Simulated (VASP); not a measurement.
Set up this calculation in VASP 6.6.1, as the native input.

```
Task                   : relaxation of cell and atoms
Functional             : PBE
Potentials or basis    : VASP PAW PBE potentials, release 64 (Hf_pv, Nb_sv, Te)
Cutoff                 : 600 eV
k mesh                 : 12 × 12 × 4
Occupations            : gaussian, width 0.1 eV
Spin                   : no spin polarisation
Dipole correction      : no
Further INCAR settings : ALGO = Normal; EDIFF = 1e-06; IBRION = 2; EDIFFG = -0.01; NSW = 100; ISIF = 3
```

The structure of HfNbTe4 lies in POSCAR:

```
HfNbTe4
1.0
    3.8312808990      0.0000000000      0.0000000000
   -1.9156404495      3.3179865876      0.0000000000
    0.0000000000      0.0000000000     14.2713445855
Hf Nb Te
1 1 4
Direct
    0.0000000000      0.0000000000      0.5000000000
    0.0000000000      0.0000000000      0.0000000000
    0.6666666667      0.3333333333      0.6285777769
    0.6666666667      0.3333333333      0.1245520764
    0.3333333333      0.6666666667      0.8754479236
    0.3333333333      0.6666666667      0.3714222231
```

The cell was generated, and may not be a known phase.

The input as run:

INCAR

```
  PREC = Accurate
  ENCUT = 600
  EDIFF = 1E-6
  ISMEAR = 0
  SIGMA = 0.1
  LREAL = F
  LASPH = T
  NELM = 100
  ALGO = Normal
  ISIF = 3
  LWAVE = F
  LCHARG = F
  GGA = PE
  IBRION = 2
  NSW = 100
  EDIFFG = -0.01
```

KPOINTS

```
Automatic mesh
0
Gamma
  12 12 4
```

Potentials or basis: VASP PAW PBE potentials, release 64 (Hf_pv, Nb_sv, Te).

Command:

```bash
$ cat potpaw_PBE.64/Hf_pv/POTCAR potpaw_PBE.64/Nb_sv/POTCAR potpaw_PBE.64/Te/POTCAR > POTCAR
$ mpirun -np 1 vasp_std > vasp.out
```

Results of the run:

| Property | Result |
| --- | --- |
| Relaxed volume | 30.11 Å³/atom |
| Relaxed cell | a = 3.819 Å, b = 3.819 Å, c = 14.306 Å, α = 90.00°, β = 90.00°, γ = 120.00° |
| Space group after relaxing (to 0.1 Å) | P-3m1 (No. 164) |
| Energy gained by relaxing | 0.2 meV/atom |
| Ionic steps | 5 |
| Pressure after relaxing | 0.0 GPa |
| Band gap on the k mesh | zero (an odd number of electrons rules out a gap without spin polarisation) |

Caveat: spin-orbit coupling is left out, which moves the levels of the heavy elements; this functional lacks dispersion, which binds layers or chains, so the pressure and a relaxed spacing across them are unreliable; an odd number of electrons without spin polarisation forces a metal; a magnetic or distorted state may lie lower.

Run time: 15 min on 1 thread of Intel(R) Xeon(R) 6975P-C (Granite Rapids), with other jobs on the host, peak memory 0.69 GiB.
